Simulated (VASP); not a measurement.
A run of VASP 6.6.1:

INCAR

```
PREC = Accurate
ENCUT = 520
EDIFF = 1E-6
ISMEAR = 0
SIGMA = 0.1
LREAL = F
LASPH = T
NELM = 100
ALGO = Normal
ISIF = 2
LWAVE = F
LCHARG = F
GGA = PE
IVDW = 12
NBANDS = 11
```

Contents of KPOINTS:

```
Automatic mesh
0
Gamma
  18 18 18
```

Contents of POSCAR:

```
Pt
1.0
    0.0000000000      1.9643032029      1.9643032029
    1.9643032029      0.0000000000      1.9643032029
    1.9643032029      1.9643032029      0.0000000000
Pt
1
Direct
    0.0000000000      0.0000000000      0.0000000000
```

Potentials or basis: VASP PAW PBE potentials, release 64 (Pt).

Command:

```sh
$ cat potpaw_PBE.64/Pt/POTCAR > POTCAR
$ mpirun -np 1 vasp_std > vasp.out
```

Hardware: 1 thread of Intel(R) Xeon(R) Platinum 8488C (Sapphire Rapids), on a shared host.

Task: How long does it take, and how much memory?

Result: Run time: 13 s on 1 thread of Intel(R) Xeon(R) Platinum 8488C (Sapphire Rapids), on a shared host, peak memory 0.17 GiB. Counts: scf iterations 11, k points 195.
